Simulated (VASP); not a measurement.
A run of VASP 6.6.1 is set up as follows.

Contents of INCAR:

```
SYSTEM = Cu
ALGO     = Fast           ! electronic algorithm
EDIFF    = 1E-7           ! SCF threshold, eV
ENCUT    = 520            ! plane-wave cutoff, eV
GGA      = PE             ! functional
ISIF     = 2              ! what is computed and relaxed
ISMEAR   = 0              ! smearing method
LASPH    = .True.         ! aspherical terms in the spheres
LCHARG   = .True.         ! write CHGCAR
LELF     = .True.         ! ELF
LREAL    = .False.        ! projectors in reciprocal space
LVHAR    = .True.       
LWAVE    = .False.        ! write WAVECAR
NBANDS   = 18             ! bands
NELM     = 100            ! most SCF steps
PREC     = Accurate       ! precision mode
SIGMA    = 0.15           ! smearing width, eV
```

File KPOINTS:

```
k-points
0
Gamma
  18 18 18
  0 0 0
```

Contents of POSCAR:

```
Cu
1.0
    1.2138684686     -3.9502683086      0.0000000000
    1.2138684686      3.9502683086      0.0000000000
    0.0000000000      0.0000000000      2.5142119659
Cu
2
Direct
    0.1340351705      0.8659648295      0.2500000000
    0.8659648295      0.1340351705      0.7500000000
```

Potentials or basis: VASP PAW PBE potentials, release 64 (Cu).

Launch:

```sh
$ cat potpaw_PBE.64/Cu/POTCAR > POTCAR
$ mpirun -np 1 vasp_std > vasp.out
```

Question: Estimate the largest force.

Answer: 0.064 eV/Å.

Question: Estimate the band gap on the k mesh.

Answer: Zero (bands 11 and 12 overlap by 5.64 eV).

Question: Predict the pressure.

Answer: 7.0 GPa.

Stress tensor (GPa, compression positive):
```
8.58 0.00 0.00
0.00 7.45 0.00
0.00 0.00 4.98
```

Caveat: the cell stands under pressure.
